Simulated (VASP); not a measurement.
The system is Sr3Ti2O3.

```
Sr Ti O
1.0
     5.97353    0.00000    0.00000
    -2.98677    5.17323    0.00000
     0.00000    0.00000    5.35159
Sr Ti O
3 2 3
Direct
  0.50000 0.00000 0.50000
  0.00000 0.50000 0.50000
  0.50000 0.50000 0.50000
  0.33333 0.66667 0.00000
  0.66667 0.33333 0.00000
  0.50000 0.00000 0.00000
  0.00000 0.50000 0.00000
  0.50000 0.50000 0.00000
```

The cell was built from a structure type or drawn by symmetry, and may not be a known phase.

* Program: VASP 6.6.1
* Task: relaxation of cell and atoms
* Functional: PBE
* Potentials or basis: VASP PAW PBE potentials, release 64 (Sr_sv, Ti_sv, O)
* Cutoff: 600 eV
* k mesh: 3 × 3 × 3
* Occupations: gaussian, width 0.2 eV
* Spin: collinear spin
* Starting moments: [0.0, 0.0, 0.0, 1.0, 1.0, 0.0, 0.0, 0.0] μB

At the start: pressure 26.7 GPa; volume 20.67 Å³/atom.

Problem. How do energy, volume and symmetry change on relaxing?

Solution. Over 6 steps the energy falls by 523.4 meV/atom and the volume is 27.01 Å³/atom (+30.7 %); space group P6/mmm (No. 191, to 0.1 Å) before and after; moment 0.03 μB per cell.

Step by step:
```csv
step,energy change (eV),largest force (eV/Å),pressure (GPa),volume (Å³)
1,0.0000,0.0000,26.75,165.38
2,-3.0902,0.0000,-6.63,260.63
3,-4.1642,0.0000,-0.01,218.19
4,-4.1650,0.0000,-0.41,219.73
5,-4.1788,0.0000,-0.25,218.25
6,-4.1873,0.0000,0.06,216.07
```

Final structure:
```
Sr Ti O
1.0
     6.79830    0.00000    0.00000
    -3.39915    5.88750    0.00000
     0.00000    0.00000    5.39833
Sr Ti O
3 2 3
Cartesian
  3.3992 0.0000 2.6992
  -1.6996 2.9438 2.6992
  1.6996 2.9438 2.6992
  0.0000 3.9250 0.0000
  3.3992 1.9625 0.0000
  3.3992 0.0000 5.3983
  -1.6996 2.9438 5.3983
  1.6996 2.9438 5.3983
```

Caveat: the k points lie up to 0.39 Å⁻¹ apart in the final cell; the volume moved by over 15 % at a fixed basis, so the end points are rough.
